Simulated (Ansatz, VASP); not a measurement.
**One calculation of FeO, two programs**

The input INCAR:

```
SYSTEM = FeO
PREC = Accurate ; ENCUT = 520
EDIFF = 1E-6 ; ISMEAR = 0
SIGMA = 0.05 ; LREAL = .False.
LASPH = .True. ; NELM = 150
ALGO = Normal ; ISIF = 2
LWAVE = .False. ; LCHARG = .True.
ISPIN = 2 ; MAGMOM = 3.78 -3.78 -0.06 0.06
LORBIT = 11 ; LMAXMIX = 4
LDAU = .True. ; LDAUTYPE = 2
LDAUL = 2 -1 ; LDAUU = 3 0
LDAUJ = 0 0 ; LDAUPRINT = 1
GGA = PE ; LELF = .True.
LVHAR = .True. ; NBANDS = 26
```

The input KPOINTS:

```
Automatic mesh
0
Gamma
  8 8 8
  0 0 0
```

The input POSCAR:

```
FeO
1.0
    1.5176821100      0.8762341800      2.5157945800
   -1.5176821100     -0.8762341700      5.0315891600
    0.0000000000     -3.5049367000      5.0315891600
Fe O
2 2
Direct
    0.0000000000      0.0000000000      0.0000000000
    0.0000000000      0.0000000000      0.5000000000
    0.5000000000      0.5000000000      0.0000000000
    0.5000000000      0.5000000000      0.5000000000
```

Input for Ansatz:

```yaml
crystal:
  lattice:
    - [1.51768211, 0.87623418, 2.51579458]
    - [-1.51768211, -0.87623417, 5.03158916]
    - [0.0, -3.5049367, 5.03158916]
  atoms:
    - { symbol: Fe, position: [0.0, 0.0, 0.0], spin: 4.0 }
    - { symbol: O, position: [0.5, 0.5, 0.0] }
    - { symbol: Fe, position: [0.0, 0.0, 0.5], spin: -4.0 }
    - { symbol: O, position: [0.5, 0.5, 0.5] }
basis:
  ecutwfc: 420
  ecutrho_ratio: 4
kpoints:
  mp_grid: { grid: [8, 8, 8] }
hamiltonian:
  xc: pbe
  hubbard:
    sites:
      - { site: 0, l: d, u_eff: 3.0, starting_ns: [{ spin: up, occupation_matrix: s0up }, { spin: down, occupation_matrix: s0down }] }
      - { site: 2, l: d, u_eff: 3.0, starting_ns: [{ spin: up, occupation_matrix: s2up }, { spin: down, occupation_matrix: s2down }] }
    occupation_matrices:
      s0up:
        matrix:
          - [0.97, 0.0, 0.0, 0.0, 0.0]
          - [0.0, 0.97, 0.0, 0.0, 0.0]
          - [0.0, 0.0, 0.97, 0.0, 0.0]
          - [0.0, 0.0, 0.0, 0.97, 0.0]
          - [0.0, 0.0, 0.0, 0.0, 0.97]
      s0down:
        matrix:
          - [0.97, 0.0, 0.0, 0.0, 0.0]
          - [0.0, 0.02, 0.0, 0.0, 0.0]
          - [0.0, 0.0, 0.02, 0.0, 0.0]
          - [0.0, 0.0, 0.0, 0.02, 0.0]
          - [0.0, 0.0, 0.0, 0.0, 0.02]
      s2up:
        matrix:
          - [0.97, 0.0, 0.0, 0.0, 0.0]
          - [0.0, 0.02, 0.0, 0.0, 0.0]
          - [0.0, 0.0, 0.02, 0.0, 0.0]
          - [0.0, 0.0, 0.0, 0.02, 0.0]
          - [0.0, 0.0, 0.0, 0.0, 0.02]
      s2down:
        matrix:
          - [0.97, 0.0, 0.0, 0.0, 0.0]
          - [0.0, 0.97, 0.0, 0.0, 0.0]
          - [0.0, 0.0, 0.97, 0.0, 0.0]
          - [0.0, 0.0, 0.0, 0.97, 0.0]
          - [0.0, 0.0, 0.0, 0.0, 0.97]
    ns_hold: { iters: 12 }
scf:
  occupations: { method: gaussian, width: 0.05 }
  lower_state_search: "off"
  max_iter: 150
output:
  forces: true
  stress: true
  eigenvalues: true
  populations: true
  hubbard: { sites: [{ site: 0, l: d }, { site: 2, l: d }] }
  write_density: true
  write_potential: true
  elf: true
  volumetric_format: npy
magnetization:
  spin_polarized: true
```

Alike in both runs: task single point; functional PBE; k mesh 8 × 8 × 8; occupations gaussian, width 0.05 eV; collinear spin; Hubbard terms Fe d U = 3.0 eV.

```csv
,VASP,Ansatz
version,VASP 6.6.1,Ansatz 0.2.0
potentials or method,"VASP PAW PBE potentials, release 64 (Fe, O), cutoff 520 eV","scalar-relativistic, plane waves, PAW"
valence electrons in the cell,28,44
```

```csv
,VASP,Ansatz,Ansatz less VASP
pressure (GPa),4.0,10.1,+6.07
net moment per atom (μB),0.00,0.00,0.000
size of the moment on the site where the two differ most (μB),3.72,3.44,-0.282
```

Site moments also hang on the region over which each program counts them. The programs project onto different local orbitals, so the same U acts differently, and such runs can settle in different states. VASP's potentials hold 28 valence electrons a cell and Ansatz's 44, so a difference there can come from the potentials and not from the codes.
